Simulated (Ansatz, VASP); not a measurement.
Two plane-wave programs on CsCl

```
CELL_PARAMETERS angstrom
4.14068 0.00000 0.00000
0.00000 4.14068 0.00000
0.00000 0.00000 4.14068
ATOMIC_POSITIONS crystal
Cs 0.00000 0.00000 0.00000
Cl 0.50000 0.50000 0.50000
```

Alike in both runs: task single point; functional PBE; k mesh 6 × 6 × 6; no spin polarisation.

|  | VASP | Ansatz |
| --- | --- | --- |
| version | VASP 6.6.1 | Ansatz 0.2.0 |
| potentials or method | VASP PAW PBE potentials, release 64 (Cs_sv, Cl) | plane waves, PAW |
| plane-wave cutoff (eV) | 500 | 420 |
| occupations | gaussian, width 0.01 eV | fixed |
| valence electrons in the cell | 16 | 16 |

VASP gave:

- gap on the k mesh at the Fermi level (eV): 5.20

Problem. Which values does Ansatz return?

Solution. gap on the k mesh at the Fermi level (eV): 5.21.

Neither program's run includes spin-orbit coupling.
